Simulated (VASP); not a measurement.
VN2, 6 atoms in the cell. The structure is tetragonal, space group I4/mcm (No. 140). The conventional cell has a = 4.301 Å, b = 4.301 Å, c = 4.983 Å, α = 90.00°, β = 90.00°, γ = 90.00°. Within 2.8 Å of V (site symmetry 422) lie 8 N at 2.13 Å and 2 V at 2.49 Å. N (site symmetry m2m) has 1 N at 1.40 Å within 1.9 Å. 

* Program: VASP 6.6.1
* Task: single point
* Functional: PBEsol
* Potentials or basis: VASP PAW PBE potentials, release 64 (V_sv, N)
* Cutoff: 520 eV
* k mesh: 14 × 14 × 14
* Occupations: gaussian, width 0.1 eV
* Spin: no spin polarisation
* Dipole correction: no
* Further INCAR settings: ALGO = Normal; EDIFF = 1e-06; NBANDS = 32

Potentials or basis: VASP PAW PBE potentials, release 64 (V_sv, N).

Run with:

```bash
$ cat potpaw_PBE.64/V_sv/POTCAR potpaw_PBE.64/N/POTCAR > POTCAR
$ mpirun -np 1 vasp_std > vasp.out
```

Hardware: 1 thread of Intel Xeon 8259CL (shared host).

Question: How long does it take, and how much memory?

Answer: It took 12 min on 1 thread of Intel Xeon 8259CL (shared host), peak memory 0.35 GiB. Counts: scf iterations 15, k points 244.
